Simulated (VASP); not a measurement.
# O2: single point with PBEsol

The system is O2, in a box.

```
O
1.0
     9.00000    0.00000    0.00000
     0.00000    9.50000    0.00000
     0.00000    0.00000   10.00000
O
2
Direct
  0.50000 0.50000 0.43950
  0.50000 0.50000 0.56050
```

```yaml
Program: VASP 6.6.1
Task: single point
Functional: PBEsol
Potentials_or_basis: VASP PAW PBE potentials, release 64 (O_h)
Cutoff: 910 eV
k_mesh: 1 × 1 × 1
Occupations: fermi-dirac, width 0.05 eV
Spin: collinear spin, ferromagnetic start
Starting_moments: "[1.0, 1.0] μB"
Dipole_correction: no
Second_run: hard_potentials
Further_INCAR_settings: ALGO = Normal; EDIFF = 1e-06; NBANDS = 17; NELMDL = -8
```

```
Largest force                                         : 0.201 eV/Å
Gap between the frontier levels                       : 2.27 eV
Net moment                                            : 2.00 μB per cell
Site moments                                          : O +0.62 μB
Valence electrons inside the program's atomic spheres : O 3.30
```

Forces in eV/Å, atoms in the order of the input:
```
O    0.000  0.000 -0.201
O    0.000  0.000  0.201
```

Levels at points of the mesh, in eV from the valence-band top:
Spin up:
```
           k point  band 4  band 5  band 6  band 7  band 8  band 9  band 10  band 11
(0.00, 0.00, 0.00)   -6.75   -6.75    0.00    0.00    6.33    7.56     7.89     7.89
```
Spin down:
| k point | band 3 | band 4 | band 5 | band 6 | band 7 | band 8 |
| --- | --- | --- | --- | --- | --- | --- |
| (0.00, 0.00, 0.00) | -5.78 | -4.91 | -4.91 | 2.27 | 2.27 | 6.44 |

It took 2.3 min on 1 thread of AMD EPYC 9R45 96-Core Processor (Zen 5), with other jobs on the host, peak memory 1.8 GiB.

Caveat: the PAW data sets were made with another functional, which shifts forces and pressure a little.
